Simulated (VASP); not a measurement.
# TePt (P6_3mc) in VASP: single point with r2SCAN

Aim: the single point of TePt with r2SCAN.

Everything below comes from runs of VASP 6.6.1. Logs are shortened: lines on timing, memory, paths and dates and some standing lists are left out, and cuts for length are marked.

### 1 The cell of the first run

It takes space group P6_3mc (No. 186, hexagonal). The conventional cell has a = 4.111 Å, b = 4.111 Å, c = 5.446 Å, α = 90.00°, β = 90.00°, γ = 120.00°. Te (site symmetry 3m) has 6 Pt at 2.71 to 2.77 Å and 6 Te at 3.61 Å within 3.7 Å. Pt (site symmetry 3m) has 6 Te at 2.71 to 2.77 Å and 2 Pt at 2.72 Å within 3.6 Å.

### 2 Single point, r2SCAN (all Pt atoms moved +0.062 Å, as atom 3 along Cartesian [0 0 1])

The input, POSCAR:

```
TePt
1.0
    4.1109998117      0.0000000000      0.0000000000
   -2.0554999058      3.5602302719      0.0000000000
    0.0000000000      0.0000000000      5.4460000000
Te Pt
2 2
Direct
    0.3333333333      0.6666666667      0.2500000000
    0.6666666667      0.3333333333      0.7500000000
    0.0000000000      0.0000000000      0.0114763129
    0.0000000000      0.0000000000      0.5114763129
```

The input, INCAR.step1:

```
ALGO = Normal ; EDIFF = 1E-4
ENCUT = 520 ; GGA = PE
ISMEAR = 0 ; LASPH = True
LCHARG = False ; LREAL = False
LWAVE = True ; NBANDS = 24
NELM = 60 ; PREC = Accurate
SIGMA = 0.15
```

The input, INCAR.step2:

```
ALGO = Normal ; EDIFF = 1E-6
ENCUT = 520 ; ISIF = 2
ISMEAR = 0 ; ISTART = 1
LASPH = True ; LCHARG = True
LELF = True ; LMIXTAU = True
LREAL = False ; LVHAR = True
LWAVE = False ; METAGGA = R2SCAN
NBANDS = 24 ; NELM = 60
PREC = Accurate ; SIGMA = 0.15
```

The input, KPOINTS:

```
k-points
0
Gamma
  12 12 10
```

Potentials or basis: VASP PAW PBE potentials, release 64 (Te, Pt).

Started as:

```sh
$ cat potpaw_PBE.64/Te/POTCAR potpaw_PBE.64/Pt/POTCAR > POTCAR
$ cp INCAR.step1 INCAR
$ mpirun -np 1 vasp_std > vasp.out
$ cp INCAR.step2 INCAR
$ mpirun -np 1 vasp_std > vasp.out
```

OUTCAR:

```text
EDIFF = 1E-6
   ENCUT = 520
   ISIF = 2
   ISMEAR = 0
   ISTART = 1
   LASPH = True
   LREAL = False
   METAGGA = R2SCAN
   NELM = 60
   PREC = Accurate

 ion  position               nearest neighbor table
   1  0.333  0.667  0.250-   3 2.71   3 2.71   3 2.71   4 2.77   4 2.77   4 2.77   2 3.61   2 3.61
                             2 3.61   2 3.61   2 3.61   2 3.61
   2  0.667  0.333  0.750-   4 2.71   4 2.71   4 2.71   3 2.77   3 2.77   3 2.77   1 3.61   1 3.61
                             1 3.61   1 3.61   1 3.61   1 3.61
   3  0.000  0.000  0.011-   1 2.71   1 2.71   1 2.71   4 2.72   4 2.72   2 2.77   2 2.77   2 2.77

   4  0.000  0.000  0.511-   2 2.71   2 2.71   2 2.71   3 2.72   3 2.72   1 2.77   1 2.77   1 2.77

  LATTYP: Found a hexagonal cell.
 ALAT       =     4.1109998117
 C/A-ratio  =     1.3247385671

  Lattice vectors:

 A1 = (   4.1109998117,   0.0000000000,   0.0000000000)
 A2 = (  -2.0554999058,   3.5602302719,   0.0000000000)
 A3 = (   0.0000000000,   0.0000000000,   5.4460000000)

Analysis of symmetry for initial positions (statically):
=====================================================================
 Subroutine PRICEL returns:
 Original cell was already a primitive cell.

 Routine SETGRP: Setting up the symmetry group for a
 hexagonal supercell.

 Subroutine GETGRP returns: Found 12 space group operations
 (whereof  6 operations were pure point group operations)
 out of a pool of 24 trial point group operations.

The static configuration has the point symmetry C_3v.
 The point group associated with its full space group is C_6v.

Analysis of symmetry for dynamics (positions and initial velocities):
=====================================================================
 Subroutine PRICEL returns:
 Original cell was already a primitive cell.

 Routine SETGRP: Setting up the symmetry group for a
 hexagonal supercell.

 Subroutine GETGRP returns: Found 12 space group operations
 (whereof  6 operations were pure point group operations)
 out of a pool of 24 trial point group operations.

The dynamic configuration has the point symmetry C_3v.
 The point group associated with its full space group is C_6v.

 Subroutine INISYM returns: Found 12 space group operations
 (whereof  6 operations are pure point group operations),
 and found     1 'primitive' translations

----------------------------------------------------------------------------------------

                                     Primitive cell

  volume of cell :      79.7082

  direct lattice vectors                    reciprocal lattice vectors
     4.110999812  0.000000000  0.000000000     0.243249829  0.140440354  0.000000000
    -2.055499906  3.560230272  0.000000000     0.000000000  0.280880708  0.000000000
     0.000000000  0.000000000  5.446000000     0.000000000  0.000000000  0.183621006

  length of vectors
     4.110999812  4.110999812  5.446000000     0.280880708  0.280880708  0.183621006

  position of ions in fractional coordinates (direct lattice)
     0.333333333  0.666666667  0.250000000
     0.666666667  0.333333333  0.750000000
     0.000000000  0.000000000  0.011476313
     0.000000000  0.000000000  0.511476313

  ion indices of the primitive-cell ions
   primitive index   ion index
                 1           1
                 2           2
                 3           3
                 4           4

----------------------------------------------------------------------------------------

 KPOINTS: k-points

Automatic generation of k-mesh.
 Grid dimensions read from file:
 generate k-points for:   12   12   10

 Generating k-lattice:

  Cartesian coordinates                     Fractional coordinates (reciprocal lattice)
     0.020270819  0.011703363  0.000000000     0.083333333  0.000000000  0.000000000
     0.000000000  0.023406726  0.000000000     0.000000000  0.083333333  0.000000000
     0.000000000  0.000000000  0.018362101     0.000000000  0.000000000  0.100000000

  Length of vectors
     0.023406726  0.023406726  0.018362101

  Shift w.r.t. Gamma in fractional coordinates (k-lattice)
     0.000000000  0.000000000  0.000000000

 Subroutine IBZKPT returns following result:
 ===========================================

 Found    114 irreducible k-points:

 Following reciprocal coordinates:
            Coordinates               Weight
  0.000000  0.000000  0.000000      1.000000
  0.083333  0.000000  0.000000      6.000000
  0.166667 -0.000000  0.000000      6.000000
  0.250000 -0.000000  0.000000      6.000000
  0.333333 -0.000000  0.000000      6.000000
  0.416667  0.000000  0.000000      6.000000
[... 16 lines left out ...]
  0.250000 -0.000000  0.100000     12.000000
  0.333333 -0.000000  0.100000     12.000000
 [... further k-points ...]
   k-points           NKPTS =    114   k-points in BZ     NKDIM =    114   number of bands    NBANDS=     24
   number of dos      NEDOS =    301   number of ions     NIONS =      4
   total plane-waves  NPLWV =  43008
   dimension x,y,z NGX =    32 NGY =   32 NGZ =   42
   dimension x,y,z NGXF=    64 NGYF=   64 NGZF=   84
   ions per type =               2   2
   NGX,Y,Z   is equivalent  to a cutoff of  12.94, 12.94, 12.82 a.u.
   NGXF,Y,Z  is equivalent  to a cutoff of  25.88, 25.88, 25.64 a.u.
 SYSTEM =  unknown system
   PREC   = accura    normal or accurate (medium, high low for compatibility)
   ISTART =      1    job   : 0-new  1-cont  2-samecut
   ICHARG =      0    charge: 1-file 2-atom 10-const
   ISPIN  =      1    spin polarized calculation?
   LNONCOLLINEAR =      F non collinear calculations
   LSORBIT =      F    spin-orbit coupling
   LASPH  =      T    aspherical Exc in radial PAW
   ENCUT  =  520.0 eV  38.22 Ry    6.18 a.u.   7.64  7.64 10.13*2*pi/ulx,y,z
   NELM   =     60;   NELMIN=  2; NELMDL=  0     # of ELM steps
   EDIFF  = 0.1E-05   stopping-criterion for ELM
   LREAL  =      F    real-space projection
   EDIFFG = 0.1E-04   stopping-criterion for IOM
   NSW    =      0    number of steps for IOM
   IBRION =     -1    ionic relax: 0-MD 1-quasi-New 2-CG
   NFREE  =      0    steps in history (QN), initial steepest desc. (CG)
   ISIF   =      2    stress and relaxation
   ISYM   =      2    0-nonsym 1-usesym 2-fastsym
   POTIM  = 0.5000    time-step for ionic-motion
   TEBEG  =    0.0;   TEEND  =   0.0 temperature during run
   PSTRESS=    0.0 pullay stress
   NELECT =      32.0000    total number of electrons
   NUPDOWN=      -1.0000    fix difference up-down
   EMIN   =  10.00;   EMAX   =-10.00  energy-range for DOS
   EFERMI =   0.00;   METHOD = LEGACY
   ISMEAR =     0;   SIGMA  =   0.15  broadening in eV -4-tet -1-fermi 0-gaus
   EFERMI_NEDOS =   21; number of points for ismear=-14 and -15
   IALGO  =     38    algorithm
   IMIX   =      4    mixing-type and parameters
     AMIX     =   0.40;   BMIX     =  1.00
     AMIX_MAG =   1.60;   BMIX_MAG =  1.00
  volume/ion in A,a.u.               =      19.93       134.47
  Fermi-wavevector in a.u.,A,eV,Ry     =   1.207695  2.282212 19.844452  1.458526
  Thomas-Fermi vector in A             =   2.343325
   LORBIT       =      0    0 simple, 1 ext, 2 COOP (PROOUT), +10 PAW based schemes
   METAGGA = R2SCAN    functional components
   LHFCALC =     F    Hartree Fock is set to
   AEXX    =    0.0000 exact exchange contribution
   IVDW    =     0    specifies the selected vdW correction
   LEPSILON=     F    determine dielectric tensor
   LRPA    =     F    only Hartree local field effects (RPA)
 non-spin polarized calculation
 Gauss-broadening in eV      SIGMA  =   0.15
  energy-cutoff  :      520.00
  volume of cell :       79.71
 maximum number of plane-waves:      2187
 NGX is ok and might be reduce to    32
   NGX = 15   NGY = 15   NGZ = 21

 number of electron      31.9999996 magnetization

 Free energy of the ion-electron system (eV)
  ---------------------------------------------------
  ext. energy  EPLUGINS =         0.00000000
  ---------------------------------------------------
  free energy    TOTEN  =      -154.27390334 eV

  energy without entropy =     -154.25022934  energy(sigma->0) =     -154.26206634

 E-fermi :  10.8345     XC(G=0): -12.3648

 val. band max:       10.8309032899   @ k =   0.3333   0.3333   0.1000
 cond. band min:      10.8359370397   @ k =   0.2500   0.1667   0.3000
 fundamental gap:      0.0050337498
 Fermi energy:        10.8345065706

 k-point     1 :       0.0000    0.0000    0.0000
  band No.  band energies     occupation
      1      -4.5607      2.00000
      2      -1.2302      2.00000
      3       2.4965      2.00000
      4       3.6881      2.00000
      5       3.6881      2.00000
      6       4.4324      2.00000
[... 16 lines left out ...]
     23      18.6903      0.00000
     24      18.6903      0.00000

 k-point     2 :       0.0833    0.0000    0.0000
  band No.  band energies     occupation
      1      -4.4797      2.00000
      2      -1.2890      2.00000
      3       2.5996      2.00000
      4       3.7170      2.00000
      5       3.8079      2.00000
      6       4.3953      2.00000
[... 16 lines left out ...]
     23      17.6230      0.00000
     24      18.2760      0.00000

 k-point     3 :       0.1667   -0.0000    0.0000
  band No.  band energies     occupation
      1      -4.2421      2.00000
      2      -1.4441      2.00000
      3       2.9042      2.00000
      4       3.7916      2.00000
      5       4.1250      2.00000
      6       4.2362      2.00000
[... 16 lines left out ...]
     23      16.9570      0.00000
     24      17.4636      0.00000
[... 514 lines left out ...]
 k-point    23 :       0.2500   -0.0000    0.1000
  band No.  band energies     occupation
      1      -3.8240      2.00000
      2      -1.7225      2.00000
      3       3.3030      2.00000
      4       3.7862      2.00000
      5       3.9176      2.00000
      6       4.7679      2.00000
[... 16 lines left out ...]
     23      17.6081      0.00000
     24      18.1642      0.00000

 k-point    24 :       0.3333   -0.0000    0.1000
  band No.  band energies     occupation
      1      -3.3567      2.00000
      2      -1.9114      2.00000
      3       2.9567      2.00000
      4       3.8210      2.00000
      5       3.9672      2.00000
      6       4.8283      2.00000
[... 16 lines left out ...]
     23      17.7771      0.00000
     24      19.3252      0.00000

 [... further k-points ...]

------------------------ aborting loop because EDIFF is reached ----------------------------------------

  FORCE on cell =-STRESS in cart. coord.  units (eV):
  Direction    XX          YY          ZZ          XY          YZ          ZX
  --------------------------------------------------------------------------------------
  -------------------------------------------------------------------------------------
  Total        7.6636362      7.6636362      8.0605500      0.0000000     -0.0000000      0.0000000
  in kB      154.0431116    154.0431116    162.0212866      0.0000000     -0.0000000      0.0000000
  external PRESSURE =     156.7025032 kB  Pullay stress =       0.0000000 kB

 VOLUME and BASIS-vectors are now :
 -----------------------------------------------------------------------------
  energy-cutoff  :      520.00
  volume of cell :       79.71
      direct lattice vectors                 reciprocal lattice vectors
     4.110999812  0.000000000  0.000000000     0.243249829  0.140440354  0.000000000
    -2.055499906  3.560230272  0.000000000     0.000000000  0.280880708  0.000000000
     0.000000000  0.000000000  5.446000000     0.000000000  0.000000000  0.183621006

 POSITION                                       TOTAL-FORCE (eV/Angst)
 -----------------------------------------------------------------------------------
     -0.00000      2.37349      1.36150         0.000000     -0.000000      0.235173
      2.05550      1.18674      4.08450        -0.000000      0.000000      0.235173
      0.00000      0.00000      0.06250        -0.000000      0.000000     -0.235173
      0.00000      0.00000      2.78550         0.000000      0.000000     -0.235173
 -----------------------------------------------------------------------------------
    total drift:                               -0.000000      0.000000      0.000178

  FREE ENERGIE OF THE ION-ELECTRON SYSTEM (eV)
  ---------------------------------------------------
  free  energy   TOTEN  =      -154.2739033397 eV

  energy  without entropy=     -154.2502293402  energy(sigma->0) =     -154.26206634
```

Wall time 27 min (1 thread of Intel Xeon 8259CL, shared host); peak memory 0.32 GiB.

What came out:

```
Free energy            : -154.2739 eV
Pressure               : 15.7 GPa
Largest force          : 0.235 eV/Å
Band gap on the k mesh : zero (bands 16 and 17 overlap by 1.55 eV)
```

Forces in eV/Å, atoms in the order of the input:
```
Te   0.000  0.000  0.235
Te   0.000  0.000  0.235
Pt   0.000  0.000 -0.235
Pt   0.000  0.000 -0.235
```

Caveat: the cell differs from its parent crystal (all Pt atoms moved +0.062 Å, as atom 3 along Cartesian [0 0 1]); the cell stands under pressure; the PAW data sets were made with another functional, which shifts forces and pressure a little; spin-orbit coupling is left out, which moves the levels of the heavy elements.
